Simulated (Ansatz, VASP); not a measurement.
Given: the input of a run of VASP 6.6.1 on SiO2.

Contents of INCAR:

```
SYSTEM = SiO2
PREC     = Accurate       ! precision mode
ENCUT    = 520            ! plane-wave cutoff, eV
EDIFF    = 1E-6           ! SCF threshold, eV
ISMEAR   = -1             ! smearing method
SIGMA    = 0.05           ! smearing width, eV
LREAL    = .False.        ! projectors in reciprocal space
LASPH    = .True.         ! aspherical terms in the spheres
NELM     = 100            ! most SCF steps
ALGO     = Normal         ! electronic algorithm
ISIF     = 2              ! what is computed and relaxed
LWAVE    = .False.        ! write WAVECAR
LCHARG   = .False.        ! write CHGCAR
GGA      = PE             ! functional
NBANDS   = 34             ! bands
```

Contents of KPOINTS:

```
regular mesh
0
Gamma
  6 6 5
  0 0 0
```

File POSCAR:

```
SiO2
1.0
    4.9577722430      0.0000000000      0.0000000000
   -2.4788861215      4.2935567086      0.0000000000
    0.0000000000      0.0000000000      5.4273982166
Si O
3 6
Direct
    0.5000000000      0.0000000000      0.0000000000
    0.5000000000      0.5000000000      0.3333333333
    0.0000000000      0.5000000000      0.6666666667
    0.4172565700      0.2086282850      0.1666666667
    0.7913717150      0.2086282850      0.8333333333
    0.2086282850      0.4172565700      0.5000000000
    0.5827434300      0.7913717150      0.1666666667
    0.2086282850      0.7913717150      0.8333333333
    0.7913717150      0.5827434300      0.5000000000
```

Potentials or basis: VASP PAW PBE potentials, release 64 (Si, O).

The run is started by

```console
$ cat potpaw_PBE.64/Si/POTCAR potpaw_PBE.64/O/POTCAR > POTCAR
$ mpirun -np 1 vasp_std > vasp.out
```

**Question.** Translate it to Ansatz 0.2.0. Potentials there: Ansatz PAW.

**Answer.** As run (the cutoff follows the program's own potentials):

The input input.yaml:

```yaml
crystal:
  lattice:
    - [4.957772243, 0.0, 0.0]
    - [-2.4788861215, 4.2935567086, 0.0]
    - [0.0, 0.0, 5.4273982166]
  atoms:
    - { symbol: Si, position: [0.5, 0.0, 0.0] }
    - { symbol: Si, position: [0.5, 0.5, 0.3333333333] }
    - { symbol: Si, position: [0.0, 0.5, 0.6666666667] }
    - { symbol: O, position: [0.41725657, 0.208628285, 0.1666666667] }
    - { symbol: O, position: [0.791371715, 0.208628285, 0.8333333333] }
    - { symbol: O, position: [0.208628285, 0.41725657, 0.5] }
    - { symbol: O, position: [0.58274343, 0.791371715, 0.1666666667] }
    - { symbol: O, position: [0.208628285, 0.791371715, 0.8333333333] }
    - { symbol: O, position: [0.791371715, 0.58274343, 0.5] }
hamiltonian:
  xc: pbe
  pseudopotentials: { kind: paw }
kpoints:
  mp_grid: { grid: [6, 6, 5] }
scf:
  occupations: { method: fermi_dirac, width: 0.05 }
output:
  forces: true
  stress: true
  eigenvalues: true
```

Potentials or basis: Ansatz PAW.

Launch:

```bash
$ ansatz run input.yaml --threads 4 --pin off --max-ram 11264MiB --backend cpu --events-out ev --progress --plain --runs-dir out
```

Both were run:

|  | VASP | Ansatz | Ansatz less VASP |
| --- | --- | --- | --- |
| gap on the k mesh at the Fermi level (eV) | 6.03 | 6.03 | +0.001 |
| least direct gap on the mesh (eV) | 6.25 | 6.24 | -0.003 |
| pressure (GPa) | 18.6 | 18.5 | -0.19 |
| rms of the force components (eV/Å) | 0.366 | 0.372 | +0.0060 |

Atom by atom the forces differ by 0.006 eV/Å (rms over components). The functional is the same, so the differences come from potentials, cutoffs and numerics.

Noted on Ansatz's run: odd divisions of the mesh miss points on the zone boundary, where band edges often lie, so the gap on the mesh can be too wide.
